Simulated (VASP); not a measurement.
CsPbCl3:

```xyz
5
Lattice="4.0141 2.3176 3.2773 -4.0141 2.3176 3.2773 0.0000 -4.6351 3.2773" Properties=species:S:1:pos:R:3 pbc="T T T"
Cs    0.0000    0.0000    4.9160
Pb    0.0000    0.0000    0.0000
Cl    2.0069   -3.4760    4.9160
Cl   -4.0137    0.0000    4.9160
Cl    2.0069    3.4760    4.9160
```

Base run:

```yaml
Program: VASP 6.6.1
Functional: PBE
Potentials_or_basis: VASP PAW PBE potentials, release 64 (Cs_sv, Pb_d, Cl)
Cutoff: 520 eV
k_mesh: 4 × 4 × 4
Occupations: gaussian, width 0.01 eV
Spin: no spin polarisation
```

Its results: band gap on the k mesh 2.10 eV; pressure 0.7 GPa.

**Question.** After a change of settings the same cell gave: band gap on the k mesh 3.00 eV; pressure 1.3 GPa. Which change was it?
A. occupations from gaussian, width 0.01 eV to methfessel-paxton, width 0.2 eV
B. occupations from gaussian, width 0.01 eV to gaussian, width 0.2 eV; further incar settings from ALGO = Normal; EDIFF = 1e-06; NBANDS = 30 to ALGO = Normal; EDIFF = 1e-07; NBANDS = 30
C. k mesh from 4 × 4 × 4 to 2 × 2 × 2
D. functional from PBE to PBE-based screened hybrid with 20 % exact exchange; k mesh from 4 × 4 × 4 to 2 × 2 × 2

**Answer.** D.

Caveats: some runs use coarse meshes; spin-orbit coupling is left out, which moves the levels of the heavy elements; the PAW data sets were made with another functional, which shifts forces and pressure a little (at least some runs).
